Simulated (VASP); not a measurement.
Here is a VASP 6.6.1 calculation.

Contents of INCAR:

```
  PREC = Accurate
  ENCUT = 520
  EDIFF = 1E-7
  ISMEAR = -5
  SIGMA = 0.05
  LREAL = Auto
  LASPH = True
  NELM = 150
  ALGO = Normal
  ISIF = 2
  LWAVE = False
  LCHARG = True
  ISPIN = 2
  MAGMOM = 0.143 0.143 0.143 0.143 0 0.143 0 0.143 0 0 0 0 0 0 0.143
  LORBIT = 11
  GGA = PS
  LELF = True
  LVHAR = True
  NELECT = 55.0
  NBANDS = 46
```

The input KPOINTS:

```
Automatic mesh
0
Gamma
  2 2 2
  0.5 0.5 0.5
```

The input POSCAR:

```
Be8SbS6
1.0
    0.0000000000      4.8379960000      4.8379960000
    4.8379960000      0.0000000000      4.8379960000
    4.8379960000      4.8379960000      0.0000000000
Be S Sb
8 6 1
Direct
    0.9956230000      0.9943650000      0.0065820000
    0.5000340000      0.4959370000      0.5030620000
    0.9997410000      0.0144290000      0.5084830000
    0.4938770000      0.5040310000      0.0007210000
    0.9994250000      0.5018600000      0.0007300000
    0.5040390000      0.9885300000      0.5048520000
    0.5004740000      0.9899660000      0.0059770000
    0.0097830000      0.5083120000      0.4896630000
    0.1102170000      0.1284970000      0.1195130000
    0.6254880000      0.6268710000      0.1255940000
    0.1254130000      0.6241830000      0.1145560000
    0.6291560000      0.1230770000      0.6182280000
    0.6254120000      0.1322080000      0.1126600000
    0.1223310000      0.6262580000      0.6273920000
    0.6364210000      0.6264960000      0.6127300000
```

Potentials or basis: VASP PAW PBE potentials, release 64 (Be, S, Sb).

The run is started by

```console
$ cat potpaw_PBE.64/Be/POTCAR potpaw_PBE.64/S/POTCAR potpaw_PBE.64/Sb/POTCAR > POTCAR
$ mpirun -np 1 vasp_std > vasp.out
```

Problem. Predict the net moment.

Solution. 0.00 μB per cell.

Problem. Estimate the largest force.

Solution. 5.169 eV/Å.

Forces in eV/Å, atoms in the order of the input:
```
Be   0.791  0.562 -0.679
Be  -2.201 -2.331 -2.602
Be  -1.562 -1.104 -0.901
Be   1.794  1.942 -1.745
Be  -0.479 -0.315 -0.521
Be   2.294 -2.423  3.948
Be   0.321 -0.842  0.138
Be  -1.534  1.501  2.908
S    0.139  1.097  0.839
S   -0.178  0.007 -0.132
S    0.222  0.399  0.250
S    0.665  0.227 -0.280
S    0.126  0.017 -0.501
S    0.138  0.176  0.579
Sb  -0.534  1.089 -1.301
```

Caveat: the k points lie up to 0.56 Å⁻¹ apart; the cell carries a net charge on a neutralising background, which shifts energy and pressure; the PAW data sets were made with another functional, which shifts forces and pressure a little; tetrahedron occupations give inexact forces and stress in metals.
